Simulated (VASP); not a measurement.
# Re (P6_3/mmc) in VASP: notebook

The runs below take Re through single point, with PBEsol.

Program: VASP 6.6.1. These are calculated values, not measurements. Logs are shortened: lines on timing, memory, paths and dates and some standing lists are left out, and cuts for length are marked.

## (1) The cell of the first run

Symmetry: P6_3/mmc, No. 194, hexagonal system. Conventional cell: a = 2.761 Å, b = 2.761 Å, c = 4.458 Å, α = 90.00°, β = 90.00°, γ = 120.00°. Within 3.6 Å of Re (site symmetry -6m2) lie 12 Re at 2.74 to 2.76 Å.

## (2) Single point, PBEsol, non-collinear spin, zero start, spin-orbit coupling

Input file INCAR:

```
SYSTEM = Re
ALGO = Fast
EDIFF = 1E-7
ENCUT = 520
GGA = PS
GGA_COMPAT = .False.
ISIF = 2
ISMEAR = -1
LASPH = .True.
LCHARG = .False.
LMAXMIX = 4
LNONCOLLINEAR = .True.
LORBIT = 11
LORBMOM = .True.
LREAL = .False.
LSORBIT = .True.
LWAVE = .False.
MAGMOM = 0 0 0 0 0 0
NBANDS = 26
NELM = 150
PREC = Accurate
SIGMA = 0.05
```

Input file KPOINTS:

```
k-points
0
Gamma
  8 8 5
  0 0 0
```

Input file POSCAR:

```
Re
1.0
    2.7608000000      0.0000000000      0.0000000000
   -1.3804000000      2.3909229348      0.0000000000
    0.0000000000      0.0000000000      4.4582000000
Re
2
Direct
    0.6666666667      0.3333333333      0.7500000000
    0.3333333333      0.6666666667      0.2500000000
```

Potentials or basis: VASP PAW PBE potentials, release 64 (Re).

Command:

```sh
$ cat potpaw_PBE.64/Re/POTCAR > POTCAR
$ mpirun -np 1 vasp_ncl > vasp.out
```

OUTCAR:

```text
SYSTEM = Re
   EDIFF = 1E-7
   ENCUT = 520
   GGA = PS
   ISIF = 2
   ISMEAR = -1
   LASPH = .True.
   LNONCOLLINEAR = .True.
   LORBIT = 11
   LREAL = .False.
   LSORBIT = .True.
   NELM = 150
   PREC = Accurate

 ion  position               nearest neighbor table
   1  0.667  0.333  0.750-   2 2.74   2 2.74   2 2.74   2 2.74   2 2.74   2 2.74
   2  0.333  0.667  0.250-   1 2.74   1 2.74   1 2.74   1 2.74   1 2.74   1 2.74

  LATTYP: Found a hexagonal cell.
 ALAT       =     2.7608000000
 C/A-ratio  =     1.6148217908

  Lattice vectors:

 A1 = (   2.7608000000,   0.0000000000,   0.0000000000)
 A2 = (  -1.3804000000,   2.3909229348,   0.0000000000)
 A3 = (   0.0000000000,   0.0000000000,   4.4582000000)

Analysis of symmetry for initial positions (statically):
=====================================================================
 Subroutine PRICEL returns:
 Original cell was already a primitive cell.

 Routine SETGRP: Setting up the symmetry group for a
 hexagonal supercell.

 Subroutine GETGRP returns: Found 24 space group operations
 (whereof 12 operations were pure point group operations)
 out of a pool of 24 trial point group operations.

The static configuration has the point symmetry D_3d.
 The point group associated with its full space group is D_6h.

Analysis of symmetry for dynamics (positions and initial velocities):
=====================================================================
 Subroutine PRICEL returns:
 Original cell was already a primitive cell.

 Routine SETGRP: Setting up the symmetry group for a
 hexagonal supercell.

 Subroutine GETGRP returns: Found 24 space group operations
 (whereof 12 operations were pure point group operations)
 out of a pool of 24 trial point group operations.

The dynamic configuration has the point symmetry D_3d.
 The point group associated with its full space group is D_6h.

Analysis of structural, dynamic, and magnetic symmetry:
=====================================================================
 Subroutine PRICEL returns:
 Original cell was already a primitive cell.

 Routine SETGRP: Setting up the symmetry group for a
 hexagonal supercell.

 Subroutine GETGRP returns: Found 24 space group operations
 (whereof 12 operations were pure point group operations)
 out of a pool of 24 trial point group operations.

The overall configuration has the point symmetry D_3d.
 The point group associated with its full space group is D_6h.

 Subroutine INISYM returns: Found 24 space group operations
 (whereof 12 operations are pure point group operations),
 and found     1 'primitive' translations

----------------------------------------------------------------------------------------

                                     Primitive cell

  volume of cell :      29.4280

  direct lattice vectors                    reciprocal lattice vectors
     2.760800000  0.000000000  0.000000000     0.362213851  0.209124264  0.000000000
    -1.380400000  2.390922935  0.000000000     0.000000000  0.418248529  0.000000000
     0.000000000  0.000000000  4.458200000     0.000000000  0.000000000  0.224305774

  length of vectors
     2.760800000  2.760800000  4.458200000     0.418248529  0.418248529  0.224305774

  position of ions in fractional coordinates (direct lattice)
     0.666666667  0.333333333  0.750000000
     0.333333333  0.666666667  0.250000000

  ion indices of the primitive-cell ions
   primitive index   ion index
                 1           1
                 2           2

----------------------------------------------------------------------------------------

 KPOINTS: k-points

Automatic generation of k-mesh.
 Grid dimensions read from file:
 generate k-points for:    8    8    5

 Generating k-lattice:

  Cartesian coordinates                     Fractional coordinates (reciprocal lattice)
     0.045276731  0.026140533  0.000000000     0.125000000  0.000000000  0.000000000
     0.000000000  0.052281066  0.000000000     0.000000000  0.125000000  0.000000000
     0.000000000  0.000000000  0.044861155     0.000000000  0.000000000  0.200000000

[... 95 lines left out ...]

 number of electron      14.0000000 magnetization       0.0000000      0.0000000     -0.0000000

 number of electron      14.0000000 magnetization      -0.0000000      0.0000000     -0.0000000

 Free energy of the ion-electron system (eV)
  ---------------------------------------------------
  ext. energy  EPLUGINS =         0.00000000
  ---------------------------------------------------
  free energy    TOTEN  =       -27.41829725 eV

  energy without entropy =      -27.40869665  energy(sigma->0) =      -27.41349695

 E-fermi :   7.7308     XC(G=0): -13.8189

 val. band max:        7.6672705272   @ k =   0.3750   0.2500   0.4000
 cond. band min:       7.7654667344   @ k =   0.3750  -0.0000   0.4000
 fundamental gap:      0.0981962072
 Fermi energy:         7.7307936271

 k-point     1 :       0.0000    0.0000    0.0000
  band No.  band energies     occupation
      1      -2.1744      1.00000
      2      -2.1744      1.00000
      3       1.0707      1.00000
      4       1.0707      1.00000
      5       5.7700      1.00000
      6       5.7700      1.00000
[... 685 lines left out ...]
     25      19.2727      0.00000
     26      19.2940      0.00000

 [... further k-points ...]
[... 5 lines left out ...]
  --------------------------------------------------------------------------------------
  -------------------------------------------------------------------------------------
  Total       -0.6453735     -0.6453735     -0.6791535      0.0000000      0.0000000      0.0000000
  in kB      -35.1367530    -35.1367530    -36.9758762      0.0000000      0.0000000      0.0000000
  external PRESSURE =     -35.7497940 kB  Pullay stress =       0.0000000 kB

 VOLUME and BASIS-vectors are now :
 -----------------------------------------------------------------------------
  energy-cutoff  :      520.00
  volume of cell :       29.43
      direct lattice vectors                 reciprocal lattice vectors
     2.760800000  0.000000000  0.000000000     0.362213851  0.209124264  0.000000000
    -1.380400000  2.390922935  0.000000000     0.000000000  0.418248529  0.000000000
     0.000000000  0.000000000  4.458200000     0.000000000  0.000000000  0.224305774

 POSITION                                       TOTAL-FORCE (eV/Angst)
 -----------------------------------------------------------------------------------
      1.38040      0.79697      3.34365         0.000000      0.000000      0.000000
     -0.00000      1.59395      1.11455         0.000000     -0.000000     -0.000000
 -----------------------------------------------------------------------------------
    total drift:                                0.000000      0.000000     -0.000000

  FREE ENERGIE OF THE ION-ELECTRON SYSTEM (eV)
  ---------------------------------------------------
  free  energy   TOTEN  =       -27.4182972478 eV

  energy  without entropy=      -27.4086966504  energy(sigma->0) =      -27.41349695

 orbital moment (x)

 # of ion     p       d       tot
 ----------------------------------------
  1        -0.000  -0.000  -0.000
  2        -0.000   0.000   0.000
 ----------------------------------------
           -0.000   0.000   0.000

 orbital moment (y)

 # of ion     p       d       tot
 ----------------------------------------
  1        -0.000   0.000   0.000
  2        -0.000  -0.000  -0.000
 ----------------------------------------
           -0.000  -0.000  -0.000

 orbital moment (z)

 # of ion     p       d       tot
 ----------------------------------------
  1        -0.000   0.000  -0.000
  2         0.000   0.000   0.000
 ----------------------------------------
           -0.000   0.000  -0.000

 Spin-Orbit-Coupling matrix elements

 Ion:    1  E_soc:     -0.6797655
 l=   1
     0.0000000    -0.0433413    -0.0431256
    -0.0433413     0.0000000    -0.0433413
    -0.0431256    -0.0433413     0.0000000
 l=   2
     0.0000000    -0.0135801     0.0000000    -0.0135801    -0.0558323
    -0.0135801     0.0000000    -0.0430036    -0.0139144    -0.0135801
     0.0000000    -0.0430036     0.0000000    -0.0430036     0.0000000
    -0.0135801    -0.0139144    -0.0430036     0.0000000    -0.0135801
    -0.0558323    -0.0135801     0.0000000    -0.0135801     0.0000000
 l=   3
     0.0000000     0.0000000     0.0000000     0.0000000     0.0000000     0.0000000     0.0000000
     0.0000000     0.0000000     0.0000000     0.0000000     0.0000000     0.0000000     0.0000000
     0.0000000     0.0000000     0.0000000     0.0000000     0.0000000     0.0000000     0.0000000
     0.0000000     0.0000000     0.0000000     0.0000000     0.0000000     0.0000000     0.0000000
     0.0000000     0.0000000     0.0000000     0.0000000     0.0000000     0.0000000     0.0000000
     0.0000000     0.0000000     0.0000000     0.0000000     0.0000000     0.0000000     0.0000000
     0.0000000     0.0000000     0.0000000     0.0000000     0.0000000     0.0000000     0.0000000

 Ion:    2  E_soc:     -0.6797655
 l=   1
     0.0000000    -0.0433413    -0.0431256
    -0.0433413     0.0000000    -0.0433413
    -0.0431256    -0.0433413     0.0000000
 l=   2
     0.0000000    -0.0135801     0.0000000    -0.0135801    -0.0558323
    -0.0135801     0.0000000    -0.0430036    -0.0139144    -0.0135801
     0.0000000    -0.0430036     0.0000000    -0.0430036     0.0000000
    -0.0135801    -0.0139144    -0.0430036     0.0000000    -0.0135801
    -0.0558323    -0.0135801     0.0000000    -0.0135801     0.0000000
 l=   3
     0.0000000     0.0000000     0.0000000     0.0000000     0.0000000     0.0000000     0.0000000
     0.0000000     0.0000000     0.0000000     0.0000000     0.0000000     0.0000000     0.0000000
     0.0000000     0.0000000     0.0000000     0.0000000     0.0000000     0.0000000     0.0000000
     0.0000000     0.0000000     0.0000000     0.0000000     0.0000000     0.0000000     0.0000000
     0.0000000     0.0000000     0.0000000     0.0000000     0.0000000     0.0000000     0.0000000
     0.0000000     0.0000000     0.0000000     0.0000000     0.0000000     0.0000000     0.0000000
     0.0000000     0.0000000     0.0000000     0.0000000     0.0000000     0.0000000     0.0000000

 total charge

# of ion       s       p       d       tot
------------------------------------------
    1        0.624   0.694   4.828   6.146
    2        0.624   0.694   4.828   6.146
--------------------------------------------------
tot          1.248   1.389   9.655  12.292

 magnetization (x)

# of ion       s       p       d       tot
------------------------------------------
    1        0.000   0.000   0.000   0.000
    2        0.000   0.000   0.000   0.000
--------------------------------------------------
tot          0.000   0.000   0.000   0.000

 magnetization (y)

# of ion       s       p       d       tot
------------------------------------------
    1        0.000   0.000   0.000   0.000
    2        0.000   0.000   0.000   0.000
--------------------------------------------------
tot          0.000   0.000   0.000   0.000

 magnetization (z)

# of ion       s       p       d       tot
------------------------------------------
    1        0.000   0.000   0.000   0.000
    2        0.000   0.000   0.000   0.000
--------------------------------------------------
tot          0.000   0.000   0.000   0.000
```

Wall time 44 s (1 thread of Intel Xeon 6975P-C (Granite Rapids), shared host); peak memory 0.25 GiB.

What came out:

```
Free energy                                           : -27.4183 eV
Pressure                                              : -3.6 GPa
Net moment                                            : 0.00 μB per cell
Valence electrons inside the program's atomic spheres : Re 6.15
```

Moments on the atoms (μB; x, y, z):
```
Re  0.00 0.00 0.00
Re  0.00 0.00 0.00
```

Caveat: the cell stands under tension; the PAW data sets were made with another functional, which shifts forces and pressure a little.

## (3) Single point, PBEsol

This run uses another cell than the first one, of 13.61 Å³/atom.

Input file INCAR:

```
SYSTEM = Re
PREC = Accurate ; ENCUT = 520
EDIFF = 1E-7 ; ISMEAR = -1
SIGMA = 0.05 ; LREAL = .FALSE.
LASPH = .TRUE. ; NELM = 100
ALGO = Normal ; ISIF = 2
LWAVE = .FALSE. ; LCHARG = .FALSE.
GGA = PS ; NBANDS = 14
```

Input file KPOINTS:

```
Automatic mesh
0
G
  11 11 6
  0 0 0
```

Input file POSCAR:

```
Re
1.0
    2.6895823353      0.0000000000      0.0000000000
   -1.3447911677      2.3292466280      0.0000000000
    0.0000000000      0.0000000000      4.3461995226
Re
2
Direct
    0.6666666667      0.3333333333      0.7500000000
    0.3333333333      0.6666666667      0.2500000000
```

Potentials or basis: VASP PAW PBE potentials, release 64 (Re).

Command:

```sh
$ cat potpaw_PBE.64/Re/POTCAR > POTCAR
$ mpirun -np 1 vasp_std > vasp.out
```

Wall time 34 s (1 thread of Intel Xeon 8259CL, shared host); peak memory 0.15 GiB.

Results (log left out):

```
Free energy            : -26.5678 eV
Pressure               : 30.9 GPa
Band gap on the k mesh : zero (bands 7 and 8 overlap by 3.55 eV)
```

Stress tensor (GPa, compression positive):
```
30.95  0.00  0.00
 0.00 30.95  0.00
 0.00  0.00 30.82
```

Levels at points of the mesh, in eV from the Fermi level:
| k point | band 5 | band 6 | band 7 | band 8 | band 9 | band 10 |
| --- | --- | --- | --- | --- | --- | --- |
| (0.00, 0.00, 0.00) | -1.83 | -0.88 | -0.88 | 0.17 | 0.17 | 0.78 |
| (0.00, 0.00, 0.50) | -1.97 | -1.97 | -1.97 | -1.97 | 2.83 | 2.83 |

Caveat: the cell stands under pressure; the PAW data sets were made with another functional, which shifts forces and pressure a little; spin-orbit coupling is left out, which moves the levels of the heavy elements.

## (4) Single point, PBEsol

This run uses another cell than the first one, of 13.89 Å³/atom.

Input file INCAR:

```
PREC     = Accurate       # precision mode
ENCUT    = 520            # plane-wave cutoff, eV
EDIFF    = 1E-7           # SCF threshold, eV
ISMEAR   = -1             # smearing method
SIGMA    = 0.05           # smearing width, eV
LREAL    = F              # projectors in reciprocal space
LASPH    = T              # aspherical terms in the spheres
NELM     = 80             # most SCF steps
ALGO     = Normal         # electronic algorithm
ISIF     = 2              # what is computed and relaxed
LWAVE    = F              # write WAVECAR
LCHARG   = T              # write CHGCAR
GGA      = PS             # functional
LELF     = T              # ELF
LVHAR    = T            
NBANDS   = 14             # bands
```

Input file KPOINTS:

```
regular mesh
0
Gamma
  11 11 6
```

Input file POSCAR:

```
Re
1.0
    2.7079861741      0.0000000000      0.0000000000
   -1.3539930871      2.3451848199      0.0000000000
    0.0000000000      0.0000000000      4.3752047075
Re
2
Direct
    0.6666666667      0.3333333333      0.7500000000
    0.3333333333      0.6666666667      0.2500000000
```

Command:

```sh
$ cat potpaw_PBE.64/Re/POTCAR > POTCAR
$ mpirun -np 1 vasp_std > vasp.out
```

Run time: 31 s. Hardware: 1 thread of Intel Xeon 8259CL, shared host; peak memory 0.16 GiB.

Results (log left out):

| Property | Result |
| --- | --- |
| Free energy | -26.6576 eV |
| Pressure | 20.6 GPa |
| Band gap on the k mesh | zero (bands 7 and 8 overlap by 3.41 eV) |

Stress tensor (GPa, compression positive):
```
20.62  0.00  0.00
 0.00 20.62  0.00
 0.00  0.00 20.49
```

Levels at points of the mesh, in eV from the Fermi level:
| k point | band 4 | band 5 | band 6 | band 7 | band 8 | band 9 | band 10 | band 11 |
| --- | --- | --- | --- | --- | --- | --- | --- | --- |
| (0.00, 0.00, 0.00) | -1.76 | -1.76 | -0.84 | -0.84 | 0.18 | 0.18 | 0.73 | 3.63 |
| (0.00, 0.00, 0.50) | -2.58 | -1.90 | -1.90 | -1.90 | -1.90 | 2.76 | 2.76 | 2.76 |

Caveat: the cell stands under pressure; the PAW data sets were made with another functional, which shifts forces and pressure a little; spin-orbit coupling is left out, which moves the levels of the heavy elements.

## (5) Overview

```csv
spin,cell,k mesh,gap on the mesh (eV),pressure (GPa)
"non-collinear, zero start, SOC","a = 2.761, b = 2.761, c = 4.458 Å, angles 90.0, 90.0, 120.0°, 2 atoms",8 × 8 × 5,-,-3.6
off,"a = 2.690, b = 2.690, c = 4.346 Å, angles 90.0, 90.0, 120.0°, 2 atoms",11 × 11 × 6,none,30.9
off,"a = 2.708, b = 2.708, c = 4.375 Å, angles 90.0, 90.0, 120.0°, 2 atoms",11 × 11 × 6,none,20.6
```

Alike in all rows: task single point; level PBEsol; potentials or basis VASP PAW PBE potentials, release 64 (Re); cutoff (eV) 520; smearing fermi-dirac 0.05 eV.

Caveats: the PAW data sets were made with another functional, which shifts forces and pressure a little; the cell stands under pressure (at least some runs); spin-orbit coupling is left out, which moves the levels of the heavy elements (at least some runs); the cell stands under tension (at least some runs).

Total energies depend on the potentials used, so only differences within one code and one set of settings carry meaning.
